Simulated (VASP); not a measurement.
# InSb3 (Fm-3m) in VASP: notebook

The runs below take InSb3 through single point, with r2SCAN.

All numbers are computed with VASP 6.6.1; they aren't measurements. Logs are shortened: lines on timing, memory, paths and dates and some standing lists are left out, and cuts for length are marked.

**1. The cell of the first run**

Symmetry: Fm-3m, No. 225, cubic system. The conventional cell has a = 7.487 Å, b = 7.487 Å, c = 7.487 Å, α = 90.00°, β = 90.00°, γ = 90.00°. Within 4.3 Å of Sb (site symmetry m-3m) lie 8 Sb at 3.24 Å and 6 In at 3.74 Å. Within 4.3 Å of Sb (site symmetry -43m) lie 10 Sb at 3.24 to 3.74 Å and 4 In at 3.24 Å. In (site symmetry m-3m) has 14 Sb at 3.24 to 3.74 Å within 4.3 Å.

**2. Single point, r2SCAN**

Contents of POSCAR:

```
InSb3
1.0
    0.0000000000      3.7432709431      3.7432709431
    3.7432709431      0.0000000000      3.7432709431
    3.7432709431      3.7432709431      0.0000000000
Sb In
3 1
Direct
    0.5000000000      0.5000000000      0.5000000000
    0.7500000000      0.7500000000      0.7500000000
    0.2500000000      0.2500000000      0.2500000000
    0.0000000000      0.0000000000      0.0000000000
```

Contents of INCAR.step1:

```
SYSTEM = InSb3
ALGO = Normal ; EDIFF = 1E-4
ENCUT = 520 ; GGA = PE
ISMEAR = -1 ; LASPH = .True.
LCHARG = .False. ; LREAL = .False.
LWAVE = .True. ; NBANDS = 22
NELM = 60 ; PREC = Accurate
SIGMA = 0.05
```

Contents of INCAR.step2:

```
SYSTEM = InSb3
ALGO = Normal ; EDIFF = 1E-6
ENCUT = 520 ; ISIF = 2
ISMEAR = -1 ; ISTART = 1
LASPH = .True. ; LCHARG = .False.
LMIXTAU = .True. ; LREAL = .False.
LWAVE = .False. ; METAGGA = R2SCAN
NBANDS = 22 ; NELM = 60
PREC = Accurate ; SIGMA = 0.05
```

Contents of KPOINTS:

```
k-points
0
Gamma
  6 6 6
  0 0 0
```

Potentials or basis: VASP PAW PBE potentials, release 64 (Sb, In_d).

The run is started by

```
cat potpaw_PBE.64/Sb/POTCAR potpaw_PBE.64/In_d/POTCAR > POTCAR
cp INCAR.step1 INCAR
mpirun -np 1 vasp_std > vasp.out
cp INCAR.step2 INCAR
mpirun -np 1 vasp_std > vasp.out
```

OUTCAR:

```text
SYSTEM = InSb3
   EDIFF = 1E-6
   ENCUT = 520
   ISIF = 2
   ISMEAR = -1
   ISTART = 1
   LASPH = .True.
   LREAL = .False.
   METAGGA = R2SCAN
   NELM = 60
   PREC = Accurate

 ion  position               nearest neighbor table
   1  0.500  0.500  0.500-   3 3.24   3 3.24   3 3.24   2 3.24   3 3.24   2 3.24   2 3.24   2 3.24
                             4 3.74   4 3.74   4 3.74   4 3.74   4 3.74   4 3.74
   2  0.750  0.750  0.750-   1 3.24   1 3.24   1 3.24   1 3.24   4 3.24   4 3.24   4 3.24   4 3.24
                             3 3.74   3 3.74   3 3.74   3 3.74   3 3.74   3 3.74
   3  0.250  0.250  0.250-   4 3.24   4 3.24   4 3.24   1 3.24   4 3.24   1 3.24   1 3.24   1 3.24
                             2 3.74   2 3.74   2 3.74   2 3.74   2 3.74   2 3.74
   4  0.000  0.000  0.000-   2 3.24   2 3.24   2 3.24   2 3.24   3 3.24   3 3.24   3 3.24   3 3.24
                             1 3.74   1 3.74   1 3.74   1 3.74   1 3.74   1 3.74

  LATTYP: Found a face centered cubic cell.
 ALAT       =     7.4865418862

  Lattice vectors:

 A1 = (   0.0000000000,   3.7432709431,   3.7432709431)
 A2 = (   3.7432709431,   0.0000000000,   3.7432709431)
 A3 = (   3.7432709431,   3.7432709431,   0.0000000000)

Analysis of symmetry for initial positions (statically):
=====================================================================
 Subroutine PRICEL returns:
 Original cell was already a primitive cell.

 Routine SETGRP: Setting up the symmetry group for a
 face centered cubic supercell.

 Subroutine GETGRP returns: Found 48 space group operations
 (whereof 48 operations were pure point group operations)
 out of a pool of 48 trial point group operations.

The static configuration has the point symmetry O_h .

Analysis of symmetry for dynamics (positions and initial velocities):
=====================================================================
 Subroutine PRICEL returns:
 Original cell was already a primitive cell.

 Routine SETGRP: Setting up the symmetry group for a
 face centered cubic supercell.

 Subroutine GETGRP returns: Found 48 space group operations
 (whereof 48 operations were pure point group operations)
 out of a pool of 48 trial point group operations.

The dynamic configuration has the point symmetry O_h .

 Subroutine INISYM returns: Found 48 space group operations
 (whereof 48 operations are pure point group operations),
 and found     1 'primitive' translations

----------------------------------------------------------------------------------------

[... 86 lines left out ...]
   NELM   =     60;   NELMIN=  2; NELMDL=  0     # of ELM steps
   EDIFF  = 0.1E-05   stopping-criterion for ELM
   LREAL  =      F    real-space projection
   EDIFFG = 0.1E-04   stopping-criterion for IOM
   NSW    =      0    number of steps for IOM
   IBRION =     -1    ionic relax: 0-MD 1-quasi-New 2-CG
   NFREE  =      0    steps in history (QN), initial steepest desc. (CG)
   ISIF   =      2    stress and relaxation
   ISYM   =      2    0-nonsym 1-usesym 2-fastsym
   POTIM  = 0.5000    time-step for ionic-motion
   TEBEG  =    0.0;   TEEND  =   0.0 temperature during run
   PSTRESS=    0.0 pullay stress
   NELECT =      28.0000    total number of electrons
   NUPDOWN=      -1.0000    fix difference up-down
   EMIN   =  10.00;   EMAX   =-10.00  energy-range for DOS
   EFERMI =   0.00;   METHOD = LEGACY
   ISMEAR =    -1;   SIGMA  =   0.05  broadening in eV -4-tet -1-fermi 0-gaus
   EFERMI_NEDOS =   21; number of points for ismear=-14 and -15
   IALGO  =     38    algorithm
   IMIX   =      4    mixing-type and parameters
     AMIX     =   0.40;   BMIX     =  1.00
     AMIX_MAG =   1.60;   BMIX_MAG =  1.00
  volume/ion in A,a.u.               =      26.23       176.98
  Fermi-wavevector in a.u.,A,eV,Ry     =   1.054062  1.991889 15.116714  1.111047
  Thomas-Fermi vector in A             =   2.189208
   LORBIT       =      0    0 simple, 1 ext, 2 COOP (PROOUT), +10 PAW based schemes
   METAGGA = R2SCAN    functional components
   LHFCALC =     F    Hartree Fock is set to
   AEXX    =    0.0000 exact exchange contribution
   IVDW    =     0    specifies the selected vdW correction
   LEPSILON=     F    determine dielectric tensor
   LRPA    =     F    only Hartree local field effects (RPA)
 non-spin polarized calculation
  energy-cutoff  :      520.00
  volume of cell :      104.90
 maximum number of plane-waves:      2838
   NGX = 19   NGY = 19   NGZ = 19

 number of electron      28.0000000 magnetization

 Free energy of the ion-electron system (eV)
  ---------------------------------------------------
  ext. energy  EPLUGINS =         0.00000000
  ---------------------------------------------------
  free energy    TOTEN  =       -98.61975112 eV

  energy without entropy =      -98.59606465  energy(sigma->0) =      -98.60790789

 E-fermi :   8.5745     XC(G=0): -10.9230

 val. band max:        8.4324933051   @ k =   0.5000   0.0000   0.0000
 cond. band min:       8.6052436520   @ k =   0.3333   0.1667   0.0000
 fundamental gap:      0.1727503468
 Fermi energy:         8.5745323570

 k-point     1 :       0.0000    0.0000    0.0000
  band No.  band energies     occupation
      1      -6.8295      2.00000
      2      -6.8295      2.00000
      3      -6.8295      2.00000
      4      -6.7878      2.00000
      5      -6.7878      2.00000
      6      -4.6830      2.00000
[... 389 lines left out ...]
     21      13.3181      0.00000
     22      15.7848      0.00000

------------------------ aborting loop because EDIFF is reached ----------------------------------------

  FORCE on cell =-STRESS in cart. coord.  units (eV):
  Direction    XX          YY          ZZ          XY          YZ          ZX
  --------------------------------------------------------------------------------------
  -------------------------------------------------------------------------------------
  Total        0.7901382      0.7901382      0.7901382     -0.0000000      0.0000000      0.0000000
  in kB       12.0678493     12.0678493     12.0678493     -0.0000000      0.0000000      0.0000000
  external PRESSURE =      12.0678493 kB  Pullay stress =       0.0000000 kB

 VOLUME and BASIS-vectors are now :
 -----------------------------------------------------------------------------
  energy-cutoff  :      520.00
  volume of cell :      104.90
      direct lattice vectors                 reciprocal lattice vectors
     0.000000000  3.743270943  3.743270943    -0.133573019  0.133573019  0.133573019
     3.743270943  0.000000000  3.743270943     0.133573019 -0.133573019  0.133573019
     3.743270943  3.743270943  0.000000000     0.133573019  0.133573019 -0.133573019

 POSITION                                       TOTAL-FORCE (eV/Angst)
 -----------------------------------------------------------------------------------
      3.74327      3.74327      3.74327        -0.000000     -0.000000     -0.000000
      5.61491      5.61491      5.61491        -0.000000     -0.000000      0.000000
      1.87164      1.87164      1.87164         0.000000      0.000000     -0.000000
      0.00000      0.00000      0.00000        -0.000000     -0.000000     -0.000000
 -----------------------------------------------------------------------------------
    total drift:                               -0.000000      0.000000      0.000000

  FREE ENERGIE OF THE ION-ELECTRON SYSTEM (eV)
  ---------------------------------------------------
  free  energy   TOTEN  =       -98.6197511206 eV

  energy  without entropy=      -98.5960646523  energy(sigma->0) =      -98.60790789
```

OUTCAR.step1:

```text
SYSTEM = InSb3
   EDIFF = 1E-4
   ENCUT = 520
   GGA = PE
   ISMEAR = -1
   LASPH = .True.
[... 620 lines left out ...]
      5.61491      5.61491      5.61491        -0.000000     -0.000000     -0.000000
      1.87164      1.87164      1.87164         0.000000      0.000000      0.000000
      0.00000      0.00000      0.00000         0.000000     -0.000000     -0.000000
 -----------------------------------------------------------------------------------
    total drift:                               -0.000000      0.000000      0.000000

  FREE ENERGIE OF THE ION-ELECTRON SYSTEM (eV)
  ---------------------------------------------------
  free  energy   TOTEN  =       -14.2241126356 eV

  energy  without entropy=      -14.1957843867  energy(sigma->0) =      -14.20994851
```

OSZICAR.step1:

```text
N       E                     dE             d eps       ncg     rms          rms(c)
DAV:   1     0.191746069800E+03    0.19175E+03   -0.11189E+04   704   0.121E+03
DAV:   2     0.210023708902E+01   -0.18965E+03   -0.18262E+03   766   0.293E+02
DAV:   3    -0.137592097617E+02   -0.15859E+02   -0.15405E+02   934   0.862E+01
DAV:   4    -0.142549332634E+02   -0.49572E+00   -0.49414E+00   758   0.155E+01
DAV:   5    -0.142743840204E+02   -0.19451E-01   -0.19449E-01  1062   0.326E+00    0.390E+00
DAV:   6    -0.142319786143E+02    0.42405E-01   -0.79675E-02   886   0.352E+00    0.219E+00
DAV:   7    -0.142246351347E+02    0.73435E-02   -0.32153E-02   976   0.164E+00    0.356E-01
DAV:   8    -0.142240567955E+02    0.57834E-03   -0.26722E-03   850   0.563E-01    0.123E-01
DAV:   9    -0.142241126356E+02   -0.55840E-04   -0.33682E-04   752   0.116E-01
   1 F= -.14224113E+02 E0= -.14209949E+02  d E =-.283282E-01
```

Wall time 59 s (1 thread of Intel Xeon 6975P-C (Granite Rapids), shared host); peak memory 0.26 GiB.

Results:

* Free energy: -98.6198 eV
* Pressure: 1.2 GPa
* Band gap on the k mesh: zero (band 14 reaches 9.55 eV, above the bottom of band 15 at 6.37 eV)

Caveat: the PAW data sets were made with another functional, which shifts forces and pressure a little; spin-orbit coupling is left out, which moves the levels of the heavy elements.

**3. Single point, r2SCAN**

This run uses another cell than the first one, of 26.77 Å³/atom, 1.021 times its volume.

Contents of POSCAR:

```
InSb3
1.0
    0.0000000000      3.7690874206      3.7690874206
    3.7690874206      0.0000000000      3.7690874206
    3.7690874206      3.7690874206      0.0000000000
Sb In
3 1
Direct
    0.5000000000      0.5000000000      0.5000000000
    0.7500000000      0.7500000000      0.7500000000
    0.2500000000      0.2500000000      0.2500000000
    0.0000000000      0.0000000000      0.0000000000
```

Contents of INCAR.step1:

```
  ALGO = Normal
  EDIFF = 1E-4
  ENCUT = 520
  GGA = PE
  ISMEAR = -1
  LASPH = True
  LCHARG = False
  LREAL = False
  LWAVE = True
  NBANDS = 22
  NELM = 100
  PREC = Accurate
  SIGMA = 0.05
```

Contents of INCAR.step2:

```
  ALGO = Normal
  EDIFF = 1E-6
  ENCUT = 520
  ISIF = 2
  ISMEAR = -1
  ISTART = 1
  LASPH = True
  LCHARG = False
  LMIXTAU = True
  LREAL = False
  LWAVE = False
  METAGGA = R2SCAN
  NBANDS = 22
  NELM = 100
  PREC = Accurate
  SIGMA = 0.05
```

Contents of KPOINTS:

```
k-points
0
Gamma
  6 6 6
```

Potentials or basis: VASP PAW PBE potentials, release 64 (Sb, In_d).

The run is started by

```
cat potpaw_PBE.64/Sb/POTCAR potpaw_PBE.64/In_d/POTCAR > POTCAR
cp INCAR.step1 INCAR
mpirun -np 1 vasp_std > vasp.out
cp INCAR.step2 INCAR
mpirun -np 1 vasp_std > vasp.out
```

Wall time 55 s (1 thread of Intel Xeon 6975P-C (Granite Rapids), shared host); peak memory 0.26 GiB.

Results (log left out):

* Free energy: -98.6280 eV
* Pressure: 0.0 GPa
* Band gap on the k mesh: zero (band 14 reaches 9.25 eV, above the bottom of band 15 at 6.02 eV)

Levels at points of the mesh, in eV from the Fermi level:
```csv
k point,band 10,band 11,band 12,band 13,band 14,band 15,band 16,band 17,band 18,band 19
"(0.00, 0.00, 0.00)",-2.79,-2.79,-2.73,-2.73,-2.73,-2.29,-0.91,-0.91,-0.91,3.69
"(0.50, 0.00, 0.00)",-3.84,-3.84,-2.94,-2.94,-0.28,-0.19,1.94,1.94,3.16,3.16
"(0.50, 0.50, 0.00)",-5.58,-5.58,0.43,0.77,0.77,1.41,1.66,1.75,1.75,4.30
```

Caveat: the PAW data sets were made with another functional, which shifts forces and pressure a little; spin-orbit coupling is left out, which moves the levels of the heavy elements.

**4. Single point, r2SCAN**

This run uses another cell than the first one, of 27.32 Å³/atom, 1.042 times its volume.

Contents of POSCAR:

```
InSb3
1.0
    0.0000000000      3.7945550000      3.7945550000
    3.7945550000      0.0000000000      3.7945550000
    3.7945550000      3.7945550000      0.0000000000
Sb In
3 1
Direct
    0.5000000000      0.5000000000      0.5000000000
    0.7500000000      0.7500000000      0.7500000000
    0.2500000000      0.2500000000      0.2500000000
    0.0000000000      0.0000000000      0.0000000000
```

Contents of INCAR.step1:

```
SYSTEM = InSb3
PREC     = Accurate       ! precision mode
ENCUT    = 520            ! plane-wave cutoff, eV
ISMEAR   = -1             ! smearing method
SIGMA    = 0.05           ! smearing width, eV
LREAL    = .False.        ! projectors in reciprocal space
LASPH    = .True.         ! aspherical terms in the spheres
NELM     = 60             ! most SCF steps
NBANDS   = 22             ! bands
GGA      = PE             ! functional
ALGO     = Normal         ! electronic algorithm
EDIFF    = 1E-4           ! SCF threshold, eV
LWAVE    = .True.         ! write WAVECAR
LCHARG   = .False.        ! write CHGCAR
```

Contents of INCAR.step2:

```
SYSTEM = InSb3
PREC     = Accurate       ! precision mode
ENCUT    = 520            ! plane-wave cutoff, eV
EDIFF    = 1E-7           ! SCF threshold, eV
ISMEAR   = -1             ! smearing method
SIGMA    = 0.05           ! smearing width, eV
LREAL    = .False.        ! projectors in reciprocal space
LASPH    = .True.         ! aspherical terms in the spheres
NELM     = 60             ! most SCF steps
ALGO     = Normal         ! electronic algorithm
ISIF     = 2              ! what is computed and relaxed
LWAVE    = .False.        ! write WAVECAR
LCHARG   = .False.        ! write CHGCAR
METAGGA  = R2SCAN         ! meta-GGA
LMIXTAU  = .True.       
NBANDS   = 22             ! bands
ISTART   = 1
```

Contents of KPOINTS:

```
Automatic mesh
0
Gamma
  6 6 6
  0 0 0
```

The run is started by

```
cat potpaw_PBE.64/Sb/POTCAR potpaw_PBE.64/In_d/POTCAR > POTCAR
cp INCAR.step1 INCAR
mpirun -np 1 vasp_std > vasp.out
cp INCAR.step2 INCAR
mpirun -np 1 vasp_std > vasp.out
```

Run time: 72 s. Hardware: 1 thread of Intel Xeon 6975P-C (Granite Rapids), shared host; peak memory 0.27 GiB.

The run converged. Its results:

```
Free energy            : -98.6204 eV
Pressure               : -1.1 GPa
Band gap on the k mesh : zero (band 14 reaches 8.97 eV, above the bottom of band 15 at 5.68 eV)
```

Levels at points of the mesh, in eV from the Fermi level:
```tsv
k point	band 11	band 12	band 13	band 14	band 15	band 16	band 17	band 18
(0.00, 0.00, 0.00)	-2.72	-2.66	-2.66	-2.66	-2.37	-0.87	-0.87	-0.87
(0.50, 0.00, 0.00)	-3.75	-2.85	-2.85	-0.32	-0.23	1.92	1.92	3.16
(0.50, 0.50, 0.00)	-5.45	0.37	0.75	0.75	1.32	1.62	1.72	1.72
```

Caveat: the PAW data sets were made with another functional, which shifts forces and pressure a little; spin-orbit coupling is left out, which moves the levels of the heavy elements.

**5. Single point, r2SCAN**

This run uses another cell than the first one, of 27.86 Å³/atom, 1.063 times its volume.

Contents of POSCAR:

```
InSb3
1.0
    0.0000000000      3.8196852357      3.8196852357
    3.8196852357      0.0000000000      3.8196852357
    3.8196852357      3.8196852357      0.0000000000
Sb In
3 1
Direct
    0.5000000000      0.5000000000      0.5000000000
    0.7500000000      0.7500000000      0.7500000000
    0.2500000000      0.2500000000      0.2500000000
    0.0000000000      0.0000000000      0.0000000000
```

Contents of INCAR.step1:

```
PREC = Accurate ; ENCUT = 520
ISMEAR = -1 ; SIGMA = 0.05
LREAL = False ; LASPH = True
NELM = 100 ; NBANDS = 22
GGA = PE ; ALGO = Normal
EDIFF = 1E-4 ; LWAVE = True
LCHARG = False
```

Contents of INCAR.step2:

```
PREC = Accurate ; ENCUT = 520
EDIFF = 1E-6 ; ISMEAR = -1
SIGMA = 0.05 ; LREAL = False
LASPH = True ; NELM = 100
ALGO = Normal ; ISIF = 2
LWAVE = False ; LCHARG = False
METAGGA = R2SCAN ; LMIXTAU = True
NBANDS = 22 ; ISTART = 1
```

Contents of KPOINTS:

```
regular mesh
0
Gamma
  6 6 6
```

The run is started by

```
cat potpaw_PBE.64/Sb/POTCAR potpaw_PBE.64/In_d/POTCAR > POTCAR
cp INCAR.step1 INCAR
mpirun -np 1 vasp_std > vasp.out
cp INCAR.step2 INCAR
mpirun -np 1 vasp_std > vasp.out
```

Run time: 58 s. Hardware: 1 thread of Intel Xeon 6975P-C (Granite Rapids), shared host; peak memory 0.26 GiB.

The run converged. Its results:

```yaml
Free_energy: -98.5989 eV
Pressure: -2.1 GPa
Band_gap_on_the_k_mesh: zero (band 14 reaches 8.69 eV, above the bottom of band 15 at 5.35 eV)
```

Levels at points of the mesh, in eV from the Fermi level:
| k point | band 10 | band 11 | band 12 | band 13 | band 14 | band 15 | band 16 | band 17 | band 18 | band 19 |
| --- | --- | --- | --- | --- | --- | --- | --- | --- | --- | --- |
| (0.00, 0.00, 0.00) | -2.65 | -2.65 | -2.59 | -2.59 | -2.59 | -2.44 | -0.82 | -0.82 | -0.82 | 3.78 |
| (0.50, 0.00, 0.00) | -3.67 | -3.67 | -2.77 | -2.77 | -0.34 | -0.26 | 1.89 | 1.89 | 3.16 | 3.16 |
| (0.50, 0.50, 0.00) | -5.32 | -5.32 | 0.32 | 0.74 | 0.74 | 1.24 | 1.58 | 1.70 | 1.70 | 4.18 |

Caveat: the PAW data sets were made with another functional, which shifts forces and pressure a little; spin-orbit coupling is left out, which moves the levels of the heavy elements.

**6. Overview**

| cell | gap on the mesh (eV) | pressure (GPa) |
| --- | --- | --- |
| a = 5.294 Å, angles 60.0°, 4 atoms | none | 1.2 |
| a = 5.330 Å, angles 60.0°, 4 atoms | none | 0.0 |
| a = 5.366 Å, angles 60.0°, 4 atoms | none | -1.1 |
| a = 5.402 Å, angles 60.0°, 4 atoms | none | -2.1 |

Alike in all rows: task single point; level r2SCAN; potentials or basis VASP PAW PBE potentials, release 64 (Sb, In_d); no spin polarisation; k mesh 6 × 6 × 6; cutoff (eV) 520; smearing fermi-dirac 0.05 eV.

Caveats: the PAW data sets were made with another functional, which shifts forces and pressure a little; spin-orbit coupling is left out, which moves the levels of the heavy elements.

Absolute energies hang on the potentials; compare differences alone.
